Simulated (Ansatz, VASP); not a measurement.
# Sc3Te: VASP beside Ansatz

```
Te Sc
1.0
     6.48647    0.00000    0.00000
    -3.24324    5.61745    0.00000
     0.00000    0.00000    5.20447
Te Sc
2 6
Direct
  0.33333 0.66667 0.75000
  0.66667 0.33333 0.25000
  0.16715 0.33429 0.25000
  0.16715 0.83285 0.25000
  0.66571 0.83285 0.25000
  0.83285 0.66571 0.75000
  0.83285 0.16715 0.75000
  0.33429 0.16715 0.75000
```

Alike in both runs: task single point; functional PBE; k mesh 5 × 5 × 5; occupations fermi-dirac, width 0.05 eV; no spin polarisation.

```csv
,VASP,Ansatz
version,VASP 6.6.1,Ansatz 0.2.0
potentials or method,"VASP PAW PBE potentials, release 64 (Te, Sc_sv)",Ansatz PAW
plane-wave cutoff (eV),520,420
valence electrons in the cell,78,98
```

|  | VASP | Ansatz | Ansatz less VASP |
| --- | --- | --- | --- |
| gap on the k mesh at the Fermi level (eV) | none | none | - |
| pressure (GPa) | -2.9 | -3.0 | -0.09 |
| traceless stress, the component that is largest in VASP (GPa) | 0.23 | 0.23 | +0.001 |
| rms of the force components (eV/Å) | 0.029 | 0.027 | -0.0017 |

Atom by atom the forces differ by 0.002 eV/Å (rms over components). A gap of «none» marks a metal or a gap that the smearing closes. VASP's potentials hold 78 valence electrons a cell and Ansatz's 98, so a difference there can come from the potentials and not from the codes.

Neither program's run includes spin-orbit coupling.
